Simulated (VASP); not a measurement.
# GaCo (Pm-3m) in VASP: further runs, part 3 of 3

VASP 6.6.1. Earlier steps stand in the parts before.

## (4) Single point, r2SCAN+U, collinear spin, ferromagnetic start

This run uses another cell than the first one, of 11.20 Å³/atom.

Contents of POSCAR:

```
GaCo
1.0
    2.8192488209      0.0000000000      0.0000000000
    0.0000000000      2.8192488209      0.0000000000
    0.0000000000      0.0000000000      2.8192488209
Ga Co
1 1
Direct
    0.5000000000      0.5000000000      0.5000000000
    0.0000000000      0.0000000000      0.0000000000
```

Contents of INCAR.step1:

```
PREC     = Accurate       # precision mode
ENCUT    = 660            # plane-wave cutoff, eV
ISMEAR   = -5             # smearing method
SIGMA    = 0.1            # smearing width, eV
LREAL    = False          # projectors in reciprocal space
LASPH    = True           # aspherical terms in the spheres
NELM     = 200            # most SCF steps
ISPIN    = 2              # spin polarisation
MAGMOM   = 0 2            # initial moments
LMAXMIX  = 4              # l up to which the mixer works
LDAU     = True           # DFT+U
LDAUTYPE = 2            
LDAUL    = -1 2           # shell
LDAUU    = 0 6.2          # U, eV
LDAUJ    = 0 0          
NBANDS   = 26             # bands
GGA      = PE             # functional
ALGO     = Normal         # electronic algorithm
EDIFF    = 1E-5           # SCF threshold, eV
LWAVE    = True           # write WAVECAR
LCHARG   = False          # write CHGCAR
GGA_COMPAT= False
```

Contents of INCAR.step2:

```
PREC     = Accurate       # precision mode
ENCUT    = 660            # plane-wave cutoff, eV
EDIFF    = 1E-6           # SCF threshold, eV
ISMEAR   = -5             # smearing method
SIGMA    = 0.1            # smearing width, eV
LREAL    = False          # projectors in reciprocal space
LASPH    = True           # aspherical terms in the spheres
NELM     = 200            # most SCF steps
ALGO     = Normal         # electronic algorithm
ISIF     = 2              # what is computed and relaxed
LWAVE    = False          # write WAVECAR
LCHARG   = False          # write CHGCAR
ISPIN    = 2              # spin polarisation
MAGMOM   = 0 2            # initial moments
LORBIT   = 11             # projections on sites
LMAXMIX  = 4              # l up to which the mixer works
LDAU     = True           # DFT+U
LDAUTYPE = 2            
LDAUL    = -1 2           # shell
LDAUU    = 0 6.2          # U, eV
LDAUJ    = 0 0          
LDAUPRINT= 1            
METAGGA  = R2SCAN         # meta-GGA
LMIXTAU  = True         
NBANDS   = 26             # bands
ISTART   = 1            
GGA_COMPAT= False
```

Contents of KPOINTS:

```
regular mesh
0
Gamma
  9 9 9
```

Potentials or basis: VASP PAW PBE potentials, release 64 (Ga_d, Co_sv).

Command:

```
$ cat potpaw_PBE.64/Ga_d/POTCAR potpaw_PBE.64/Co_sv/POTCAR > POTCAR
$ cp INCAR.step1 INCAR
$ mpirun -np 1 vasp_std > vasp.out
$ cp INCAR.step2 INCAR
$ mpirun -np 1 vasp_std > vasp.out
```

OUTCAR:

```text
PREC = Accurate
   ENCUT = 660
   EDIFF = 1E-6
   ISMEAR = -5
   LREAL = False
   LASPH = True
   NELM = 200
   ISIF = 2
   ISPIN = 2
   LORBIT = 11
   METAGGA = R2SCAN
   ISTART = 1

 ion  position               nearest neighbor table
   1  0.500  0.500  0.500-   2 2.44   2 2.44   2 2.44   2 2.44   2 2.44   2 2.44   2 2.44   2 2.44

   2  0.000  0.000  0.000-   1 2.44   1 2.44   1 2.44   1 2.44   1 2.44   1 2.44   1 2.44   1 2.44

  LATTYP: Found a simple cubic cell.
 ALAT       =     2.8192488209

  Lattice vectors:

 A1 = (   2.8192488209,   0.0000000000,   0.0000000000)
 A2 = (   0.0000000000,   2.8192488209,   0.0000000000)
 A3 = (   0.0000000000,   0.0000000000,   2.8192488209)

Analysis of symmetry for initial positions (statically):
=====================================================================
 Subroutine PRICEL returns:
 Original cell was already a primitive cell.

 Routine SETGRP: Setting up the symmetry group for a
[... 235 lines left out ...]
      3     -49.7490      1.00000
      4     -49.7490      1.00000
      5      -4.2880      1.00000
      6      -4.2880      1.00000
[... 1385 lines left out ...]
     25      37.0257      0.00000
     26      38.8091      0.00000

 [... further k-points ...]

------------------------ aborting loop because EDIFF is reached ----------------------------------------

  FORCE on cell =-STRESS in cart. coord.  units (eV):
  Direction    XX          YY          ZZ          XY          YZ          ZX
  --------------------------------------------------------------------------------------
  -------------------------------------------------------------------------------------
  Total        5.2565824      5.2565824      5.2565824     -0.0000000     -0.0000000      0.0000000
  in kB      375.8493776    375.8493776    375.8493776     -0.0000000     -0.0000000      0.0000000
  external PRESSURE =     375.8493776 kB  Pullay stress =       0.0000000 kB

 VOLUME and BASIS-vectors are now :
 -----------------------------------------------------------------------------
  energy-cutoff  :      660.00
  volume of cell :       22.41
      direct lattice vectors                 reciprocal lattice vectors
     2.819248821  0.000000000  0.000000000     0.354704414  0.000000000  0.000000000
     0.000000000  2.819248821  0.000000000     0.000000000  0.354704414  0.000000000
     0.000000000  0.000000000  2.819248821     0.000000000  0.000000000  0.354704414

 POSITION                                       TOTAL-FORCE (eV/Angst)
 -----------------------------------------------------------------------------------
      1.40962      1.40962      1.40962         0.000000      0.000000      0.000000
      0.00000      0.00000      0.00000         0.000000      0.000000      0.000000
 -----------------------------------------------------------------------------------
    total drift:                                0.000000      0.000000     -0.000000

  FREE ENERGIE OF THE ION-ELECTRON SYSTEM (eV)
  ---------------------------------------------------
  free  energy   TOTEN  =       -20.1421205859 eV

  energy  without entropy=      -20.1421205859  energy(sigma->0) =      -20.14212059

 total charge

# of ion       s       p       d       tot
------------------------------------------
    1        0.833   1.028  10.077  11.939
    2        2.215   6.139   6.966  15.320
--------------------------------------------------
tot          3.049   7.167  17.043  27.259

 magnetization (x)

# of ion       s       p       d       tot
------------------------------------------
    1       -0.009  -0.034  -0.021  -0.064
    2        0.004   0.006   1.779   1.789
--------------------------------------------------
tot         -0.005  -0.028   1.758   1.725
```

OUTCAR.step1:

```text
PREC = Accurate
   ENCUT = 660
   ISMEAR = -5
   LREAL = False
   LASPH = True
[... 1642 lines left out ...]
      1.40962      1.40962      1.40962         0.000000      0.000000      0.000000
      0.00000      0.00000      0.00000         0.000000      0.000000      0.000000
 -----------------------------------------------------------------------------------
    total drift:                                0.000000      0.000000     -0.000000

  FREE ENERGIE OF THE ION-ELECTRON SYSTEM (eV)
  ---------------------------------------------------
  free  energy   TOTEN  =        -4.7686313294 eV

  energy  without entropy=       -4.7686313294  energy(sigma->0) =       -4.76863133
```

It took 62 s on 1 thread of Intel Xeon 6975P-C (Granite Rapids), shared host; peak memory 0.19 GiB.

What came out:

* Free energy: -20.1421 eV
* Pressure: 37.6 GPa
* Net moment: 1.75 μB per cell
* Site moments: Ga -0.06; Co +1.79 μB
* Valence electrons inside the program's atomic spheres: Ga 11.94; Co 15.32

Levels at points of the mesh, in eV from the Fermi level:
Spin up:
```tsv
k point	band 14	band 15	band 16	band 17	band 18	band 19
(0.00, 0.00, 0.00)	-4.39	-4.39	4.69	4.69	4.69	9.73
```
Spin down:
| k point | band 11 | band 12 | band 13 | band 14 | band 15 | band 16 | band 17 | band 18 |
| --- | --- | --- | --- | --- | --- | --- | --- | --- |
| (0.00, 0.00, 0.00) | -3.19 | -3.19 | -3.18 | 0.16 | 0.16 | 4.66 | 4.66 | 4.66 |

Eigenvalues of the final occupation matrices:
```tsv
site	spin	trace	eigenvalues
site 2 d	1	4.39	0.86 0.86 0.86 0.91 0.91
site 2 d	2	2.61	0.06 0.06 0.83 0.83 0.83
```

Caveat: the cell stands under pressure; the PAW data sets were made with another functional, which shifts forces and pressure a little; the U is typed as a test and isn't derived for this compound; tetrahedron occupations give inexact forces and stress in metals. The state reached can hang on the start; a lower one may exist.

## (5) Band structure, r2SCAN+U, collinear spin, ferromagnetic start

Contents of INCAR:

```
  ALGO = Normal
  EDIFF = 1E-7
  ENCUT = 580
  GGA_COMPAT = False
  ISMEAR = 1
  ISPIN = 2
  KPAR = 4
  LASPH = True
  LCHARG = False
  LDAU = True
  LDAUJ = 0 0
  LDAUL = -1 2
  LDAUTYPE = 2
  LDAUU = 0 5
  LMAXMIX = 4
  LMIXTAU = True
  LORBIT = 11
  LREAL = False
  LWAVE = False
  MAGMOM = 0 2
  METAGGA = R2SCAN
  NBANDS = 23
  NELM = 200
  PREC = Accurate
  SIGMA = 0.05
```

Contents of KPOINTS:

```
Automatic mesh
0
Gamma
  21 21 21
  0 0 0
```

Contents of KPOINTS_OPT:

```
path GXMGRX,MR
12
line-mode
reciprocal
 0.0000000000  0.0000000000  0.0000000000  G
 0.0000000000  0.5000000000  0.0000000000  X

 0.0000000000  0.5000000000  0.0000000000  X
 0.5000000000  0.5000000000  0.0000000000  M

 0.5000000000  0.5000000000  0.0000000000  M
 0.0000000000  0.0000000000  0.0000000000  G

 0.0000000000  0.0000000000  0.0000000000  G
 0.5000000000  0.5000000000  0.5000000000  R

 0.5000000000  0.5000000000  0.5000000000  R
 0.0000000000  0.5000000000  0.0000000000  X

 0.5000000000  0.5000000000  0.0000000000  M
 0.5000000000  0.5000000000  0.5000000000  R
```

Contents of POSCAR:

```
GaCo
1.0
    2.8780000000      0.0000000000      0.0000000000
    0.0000000000      2.8780000000      0.0000000000
    0.0000000000      0.0000000000      2.8780000000
Ga Co
1 1
Direct
    0.5000000000      0.5000000000      0.5000000000
    0.0000000000      0.0000000000      0.0000000000
```

Potentials or basis: VASP PAW PBE potentials, release 64 (Ga_d, Co).

Command:

```
$ cat potpaw_PBE.64/Ga_d/POTCAR potpaw_PBE.64/Co/POTCAR > POTCAR
$ mpirun -np 4 vasp_std > vasp.out
```

Run time: 2 min. Hardware: 4 MPI ranks of Intel Xeon 6975P-C (Granite Rapids), shared host; peak memory 0.54 GiB.

The run converged. Its results:

```
Free energy                                           : -21.8164 eV
Pressure                                              : 20.0 GPa
Band gap along the path                               : zero within the smearing
Net moment                                            : 1.73 μB per cell
Site moments                                          : Ga -0.06; Co +1.82 μB
Valence electrons inside the program's atomic spheres : Ga 11.82; Co 8.43
```

Levels at the corners of the path, in eV from the Fermi level:
Spin up:
```tsv
point	band 8	band 9	band 10	band 11	band 12	band 13	band 14	band 15	band 16	band 17
Γ	-7.06	-4.31	-4.31	-4.31	4.59	4.59	4.59	9.11	9.11	12.18
X	-6.96	-5.14	-5.14	-4.32	-4.29	9.68	9.68	11.13	12.15	12.15
X	-6.96	-5.14	-5.14	-4.32	-4.29	9.68	9.68	11.13	12.15	12.15
M	-5.26	-4.73	-4.73	-4.25	-4.25	-0.16	1.29	11.45	14.80	14.80
M	-5.26	-4.73	-4.73	-4.25	-4.25	-0.16	1.29	11.45	14.80	14.80
Γ	-7.06	-4.31	-4.31	-4.31	4.59	4.59	4.59	9.11	9.11	12.18
Γ	-7.06	-4.31	-4.31	-4.31	4.59	4.59	4.59	9.11	9.11	12.18
R	-6.92	-5.24	-5.24	0.21	2.81	2.81	2.81	2.88	2.88	2.88
R	-6.92	-5.24	-5.24	0.21	2.81	2.81	2.81	2.88	2.88	2.88
X	-6.96	-5.14	-5.14	-4.32	-4.29	9.68	9.68	11.13	12.15	12.15
M	-5.26	-4.73	-4.73	-4.25	-4.25	-0.16	1.29	11.45	14.80	14.80
R	-6.92	-5.24	-5.24	0.21	2.81	2.81	2.81	2.88	2.88	2.88
```
Spin down:
| point | band 8 | band 9 | band 10 | band 11 | band 12 | band 13 |
| --- | --- | --- | --- | --- | --- | --- |
| Γ | -3.20 | -3.20 | 0.27 | 0.27 | 4.53 | 4.53 |
| X | -4.18 | -4.18 | -3.20 | 0.89 | 3.93 | 9.84 |
| X | -4.18 | -4.18 | -3.20 | 0.89 | 3.93 | 9.84 |
| M | -4.30 | -3.68 | -3.68 | -0.91 | 0.58 | 3.87 |
| M | -4.30 | -3.68 | -3.68 | -0.91 | 0.58 | 3.87 |
| Γ | -3.20 | -3.20 | 0.27 | 0.27 | 4.53 | 4.53 |
| Γ | -3.20 | -3.20 | 0.27 | 0.27 | 4.53 | 4.53 |
| R | -6.35 | 0.15 | 3.23 | 3.23 | 3.23 | 3.27 |
| R | -6.35 | 0.15 | 3.23 | 3.23 | 3.23 | 3.27 |
| X | -4.18 | -4.18 | -3.20 | 0.89 | 3.93 | 9.84 |
| M | -4.30 | -3.68 | -3.68 | -0.91 | 0.58 | 3.87 |
| R | -6.35 | 0.15 | 3.23 | 3.23 | 3.23 | 3.27 |

Caveat: the cell stands under pressure; the PAW data sets were made with another functional, which shifts forces and pressure a little; the U is typed as a test and isn't derived for this compound.

## (6) Summary

```tsv
task	level	potentials or basis	U	cell	k mesh	cutoff (eV)	smearing	dipole correction	tolerance level	purpose	route	gap on the mesh (eV)	pressure (GPa)	moment (μB)
relaxation of cell and atoms	revPBE+U	VASP PAW PBE potentials, release 64 (Ga_d, Co)	Co d U = 3.5 eV	relaxed from a = 2.878 Å, 2 atoms	9 × 9 × 9	600	methfessel-paxton 0.2 eV	no	-	-	-	none	0.0	1.48
single point	PBEsol+D4+U	VASP PAW PBE potentials, release 64 (Ga_d, Co)	Co d U = 5.0 eV	a = 2.799 Å, 2 atoms	9 × 9 × 9	520	methfessel-paxton 0.05 eV	no	-	-	-	none	5.0	0.82
single point	r2SCAN+U	VASP PAW PBE potentials, release 64 (Ga_d, Co_sv)	Co d U = 6.2 eV	a = 2.819 Å, 2 atoms	9 × 9 × 9	660	tetrahedron	no	-	-	-	none	37.6	1.75
band structure	r2SCAN+U	VASP PAW PBE potentials, release 64 (Ga_d, Co)	Co d U = 5 eV	a = 2.878 Å, 2 atoms	21 × 21 × 21	580	methfessel-paxton 0.05 eV	-	standard	bands	KPOINTS_OPT	-	20.0	1.73
```

Alike in all rows: spin collinear, ferromagnetic start.

Caveats: the PAW data sets were made with another functional, which shifts forces and pressure a little; the U is typed as a test and isn't derived for this compound; the cell stands under pressure (at least some runs); the volume moved by over 15 % at a fixed basis, so the end points are rough (at least some runs); tetrahedron occupations give inexact forces and stress in metals (at least some runs).

Absolute energies hang on the potentials; compare differences alone.
